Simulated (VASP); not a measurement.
# Bi (Fd-3m) in VASP: single point with PBE

Aim: the single point of Bi with PBE.

Program: VASP 6.6.1. These are calculated values, not measurements. Logs are shortened: lines on timing, memory, paths and dates and some standing lists are left out, and cuts for length are marked.

**1. The cell of the first run**

It takes space group Fd-3m (No. 227, cubic). Conventional cell: a = 7.294 Å, b = 7.294 Å, c = 7.294 Å, α = 90.00°, β = 90.00°, γ = 90.00°. Within 4.2 Å of Bi (site symmetry -43m) lie 4 Bi at 3.16 Å.

**2. Single point, PBE**

INCAR

```
SYSTEM = Bi
ALGO = Normal
EDIFF = 1E-6
ENCUT = 500
GGA = PE
GGA_COMPAT = .FALSE.
ISIF = 2
ISMEAR = -1
LASPH = .TRUE.
LCHARG = .FALSE.
LREAL = .FALSE.
LWAVE = .FALSE.
NBANDS = 22
NELM = 120
PREC = Accurate
SIGMA = 0.13605693000000002
```

KPOINTS

```
k-points
0
G
  8 8 8
  0 0 0
```

POSCAR

```
Bi
1.0
    0.0000000000      3.6468666423      3.6468666423
    3.6468666423      0.0000000000      3.6468666423
    3.6468666423      3.6468666423      0.0000000000
Bi
2
Direct
    0.0000000000      0.0000000000      0.0000000000
    0.2500000000      0.2500000000      0.2500000000
```

Potentials or basis: VASP PAW PBE potentials, release 64 (Bi_d).

Command:

```sh
$ cat potpaw_PBE.64/Bi_d/POTCAR > POTCAR
$ mpirun -np 1 vasp_std > vasp.out
```

OUTCAR:

```text
SYSTEM = Bi
   EDIFF = 1E-6
   ENCUT = 500
   GGA = PE
   ISIF = 2
   ISMEAR = -1
   LASPH = .TRUE.
   LREAL = .FALSE.
   NELM = 120
   PREC = Accurate

 ion  position               nearest neighbor table
   1  0.000  0.000  0.000-   2 3.16   2 3.16   2 3.16   2 3.16
   2  0.250  0.250  0.250-   1 3.16   1 3.16   1 3.16   1 3.16

  LATTYP: Found a face centered cubic cell.
 ALAT       =     7.2937332846

  Lattice vectors:

 A1 = (   0.0000000000,   3.6468666423,   3.6468666423)
 A2 = (   3.6468666423,   0.0000000000,   3.6468666423)
 A3 = (   3.6468666423,   3.6468666423,   0.0000000000)

Analysis of symmetry for initial positions (statically):
=====================================================================
 Subroutine PRICEL returns:
 Original cell was already a primitive cell.

 Routine SETGRP: Setting up the symmetry group for a
 face centered cubic supercell.

 Subroutine GETGRP returns: Found 48 space group operations
 (whereof 24 operations were pure point group operations)
 out of a pool of 48 trial point group operations.

The static configuration has the point symmetry T_d .
 The point group associated with its full space group is O_h .

Analysis of symmetry for dynamics (positions and initial velocities):
=====================================================================
 Subroutine PRICEL returns:
 Original cell was already a primitive cell.

 Routine SETGRP: Setting up the symmetry group for a
 face centered cubic supercell.

 Subroutine GETGRP returns: Found 48 space group operations
 (whereof 24 operations were pure point group operations)
 out of a pool of 48 trial point group operations.

The dynamic configuration has the point symmetry T_d .
 The point group associated with its full space group is O_h .

 Subroutine INISYM returns: Found 48 space group operations
 (whereof 24 operations are pure point group operations),
 and found     1 'primitive' translations

----------------------------------------------------------------------------------------

                                     Primitive cell

  volume of cell :      97.0040

  direct lattice vectors                    reciprocal lattice vectors
     0.000000000  3.646866642  3.646866642    -0.137103999  0.137103999  0.137103999
     3.646866642  0.000000000  3.646866642     0.137103999 -0.137103999  0.137103999
     3.646866642  3.646866642  0.000000000     0.137103999  0.137103999 -0.137103999

  length of vectors
     5.157448266  5.157448266  5.157448266     0.237471092  0.237471092  0.237471092

[... 73 lines left out ...]
   ICHARG =      2    charge: 1-file 2-atom 10-const
   ISPIN  =      1    spin polarized calculation?
   LNONCOLLINEAR =      F non collinear calculations
   LSORBIT =      F    spin-orbit coupling
   LASPH  =      T    aspherical Exc in radial PAW
   ENCUT  =  500.0 eV  36.75 Ry    6.06 a.u.   9.40  9.40  9.40*2*pi/ulx,y,z
   NELM   =    120;   NELMIN=  2; NELMDL= -5     # of ELM steps
   EDIFF  = 0.1E-05   stopping-criterion for ELM
   LREAL  =      F    real-space projection
   EDIFFG = 0.1E-04   stopping-criterion for IOM
   NSW    =      0    number of steps for IOM
   IBRION =     -1    ionic relax: 0-MD 1-quasi-New 2-CG
   NFREE  =      0    steps in history (QN), initial steepest desc. (CG)
   ISIF   =      2    stress and relaxation
   ISYM   =      2    0-nonsym 1-usesym 2-fastsym
   POTIM  = 0.5000    time-step for ionic-motion
   TEBEG  =    0.0;   TEEND  =   0.0 temperature during run
   PSTRESS=    0.0 pullay stress
   NELECT =      30.0000    total number of electrons
   NUPDOWN=      -1.0000    fix difference up-down
   EMIN   =  10.00;   EMAX   =-10.00  energy-range for DOS
   EFERMI =   0.00;   METHOD = LEGACY
   ISMEAR =    -1;   SIGMA  =   0.14  broadening in eV -4-tet -1-fermi 0-gaus
   EFERMI_NEDOS =   21; number of points for ismear=-14 and -15
   IALGO  =     38    algorithm
   IMIX   =      4    mixing-type and parameters
     AMIX     =   0.40;   BMIX     =  1.00
     AMIX_MAG =   1.60;   BMIX_MAG =  1.00
  volume/ion in A,a.u.               =      48.50       327.31
  Fermi-wavevector in a.u.,A,eV,Ry     =   1.107096  2.092108 16.676144  1.225662
  Thomas-Fermi vector in A             =   2.243606
   LORBIT       =      0    0 simple, 1 ext, 2 COOP (PROOUT), +10 PAW based schemes
   GGA     = PE    functional components
   LHFCALC =     F    Hartree Fock is set to
   AEXX    =    0.0000 exact exchange contribution
   IVDW    =     0    specifies the selected vdW correction
   LEPSILON=     F    determine dielectric tensor
   LRPA    =     F    only Hartree local field effects (RPA)
 non-spin polarized calculation
  energy-cutoff  :      500.00
  volume of cell :       97.00
 maximum number of plane-waves:      2493
 NGX is ok and might be reduce to    40
   NGX = 19   NGY = 19   NGZ = 19

 number of electron      29.9999990 magnetization

 Free energy of the ion-electron system (eV)
  ---------------------------------------------------
  ext. energy  EPLUGINS =         0.00000000
  ---------------------------------------------------
  free energy    TOTEN  =        -7.41567876 eV

  energy without entropy =       -7.34504780  energy(sigma->0) =       -7.38036328

 E-fermi :   3.5091     XC(G=0):  -7.8572

 val. band max:        3.4472077845   @ k =   0.2500   0.2500   0.0000
 cond. band min:       3.5526438915   @ k =  -0.3750   0.5000   0.1250
 fundamental gap:      0.1054361070
 Fermi energy:         3.5090911697

 k-point     1 :       0.0000    0.0000    0.0000
  band No.  band energies     occupation
      1     -19.2689      2.00000
      2     -19.2689      2.00000
      3     -19.2689      2.00000
      4     -19.2301      2.00000
      5     -19.2301      2.00000
      6     -19.0742      2.00000
[... 589 lines left out ...]
     21      10.6279      0.00000
     22      10.9412      0.00000

 [... further k-points ...]
[... 5 lines left out ...]
  --------------------------------------------------------------------------------------
  -------------------------------------------------------------------------------------
  Total       -0.0332940     -0.0332940     -0.0332940     -0.0000000      0.0000000      0.0000000
  in kB       -0.5499036     -0.5499036     -0.5499036     -0.0000000      0.0000000      0.0000000
  external PRESSURE =      -0.5499036 kB  Pullay stress =       0.0000000 kB

 VOLUME and BASIS-vectors are now :
 -----------------------------------------------------------------------------
  energy-cutoff  :      500.00
  volume of cell :       97.00
      direct lattice vectors                 reciprocal lattice vectors
     0.000000000  3.646866642  3.646866642    -0.137103999  0.137103999  0.137103999
     3.646866642  0.000000000  3.646866642     0.137103999 -0.137103999  0.137103999
     3.646866642  3.646866642  0.000000000     0.137103999  0.137103999 -0.137103999

 POSITION                                       TOTAL-FORCE (eV/Angst)
 -----------------------------------------------------------------------------------
      0.00000      0.00000      0.00000         0.000000      0.000000      0.000000
      1.82343      1.82343      1.82343        -0.000000     -0.000000     -0.000000
 -----------------------------------------------------------------------------------
    total drift:                               -0.000000     -0.000000      0.000000

  FREE ENERGIE OF THE ION-ELECTRON SYSTEM (eV)
  ---------------------------------------------------
  free  energy   TOTEN  =        -7.4156787577 eV

  energy  without entropy=       -7.3450477976  energy(sigma->0) =       -7.38036328
```

OSZICAR:

```text
N       E                     dE             d eps       ncg     rms          rms(c)
DAV:   1     0.294302350169E+03    0.29430E+03   -0.15254E+04  1276   0.142E+03
DAV:   2     0.171807234306E+02   -0.27712E+03   -0.27056E+03  1294   0.398E+02
DAV:   3    -0.656830431595E+01   -0.23749E+02   -0.23487E+02  1552   0.138E+02
DAV:   4    -0.738318217133E+01   -0.81488E+00   -0.81435E+00  1440   0.287E+01
DAV:   5    -0.743039126003E+01   -0.47209E-01   -0.47208E-01  1984   0.607E+00    0.108E+00
DAV:   6    -0.742016564107E+01    0.10226E-01   -0.13220E-02  1472   0.114E+00    0.656E-01
DAV:   7    -0.741498862776E+01    0.51770E-02   -0.17818E-02  1476   0.110E+00    0.107E-01
DAV:   8    -0.741550436930E+01   -0.51574E-03   -0.13261E-03  1412   0.304E-01    0.360E-02
DAV:   9    -0.741566560779E+01   -0.16124E-03   -0.20640E-04  1438   0.729E-02    0.160E-02
DAV:  10    -0.741567131559E+01   -0.57078E-05   -0.11217E-05  1434   0.296E-02    0.517E-03
DAV:  11    -0.741567851281E+01   -0.71972E-05   -0.13296E-05  1092   0.183E-02    0.150E-03
DAV:  12    -0.741567875772E+01   -0.24491E-06   -0.44728E-07  1004   0.807E-03
   1 F= -.74156788E+01 E0= -.73803633E+01  d E =-.706310E-01
```

It took 43 s on 1 thread of Intel Xeon 6975P-C, shared host; peak memory 0.25 GiB.

What came out:

```
Free energy            : -7.4157 eV
Pressure               : -0.1 GPa
Band gap on the k mesh : zero (band 15 reaches 4.08 eV, above the bottom of band 16 at 3.13 eV)
```

Caveat: spin-orbit coupling is left out, which moves the levels of the heavy elements.
